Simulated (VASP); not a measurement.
Wanted: the native input for a VASP 6.6.1 run.

* Task: single point
* Functional: PBEsol
* Potentials or basis: VASP PAW PBE potentials, release 64 (Al, Cu)
* Cutoff: 520 eV
* k mesh: 10 × 10 × 10
* Occupations: gaussian, width 0.15 eV
* Spin: no spin polarisation
* Dipole correction: no
* Further INCAR settings: ALGO = Fast; EDIFF = 1e-06; NBANDS = 26

The structure of Al2Cu lies in POSCAR:

```
Al2Cu
1.0
   -2.9665500000      2.9665500000      2.2931000000
    2.9665500000     -2.9665500000      2.2931000000
    2.9665500000      2.9665500000     -2.2931000000
Al Cu
4 2
Direct
    0.1593210787      0.6593210787      0.8186421574
    0.6593210787      0.8406789213      0.5000000000
    0.8406789213      0.3406789213      0.1813578426
    0.3406789213      0.1593210787      0.5000000000
    0.7500000000      0.7500000000      0.0000000000
    0.2500000000      0.2500000000      0.0000000000
```

The input as run:

INCAR

```
SYSTEM = Al2Cu
ALGO     = Fast           ! electronic algorithm
EDIFF    = 1E-6           ! SCF threshold, eV
ENCUT    = 520            ! plane-wave cutoff, eV
GGA      = PS             ! functional
ISIF     = 2              ! what is computed and relaxed
ISMEAR   = 0              ! smearing method
LASPH    = .True.         ! aspherical terms in the spheres
LCHARG   = .True.         ! write CHGCAR
LELF     = .True.         ! ELF
LREAL    = .False.        ! projectors in reciprocal space
LVHAR    = .True.       
LWAVE    = .False.        ! write WAVECAR
NBANDS   = 26             ! bands
NELM     = 80             ! most SCF steps
PREC     = Accurate       ! precision mode
SIGMA    = 0.15           ! smearing width, eV
```

KPOINTS

```
k-points
0
Gamma
  10 10 10
  0 0 0
```

Potentials or basis: VASP PAW PBE potentials, release 64 (Al, Cu).

Run with:

```sh
$ cat potpaw_PBE.64/Al/POTCAR potpaw_PBE.64/Cu/POTCAR > POTCAR
$ mpirun -np 1 vasp_std > vasp.out
```

It gave:

* Pressure: 9.7 GPa
* Largest force: 0.206 eV/Å
* Band gap on the k mesh: zero (bands 17 and 18 overlap by 4.99 eV)

Caveat: the cell stands under pressure; the PAW data sets were made with another functional, which shifts forces and pressure a little.

Wall time 5.6 min on 1 thread of Intel Xeon 8259CL (shared host), peak memory 0.33 GiB.
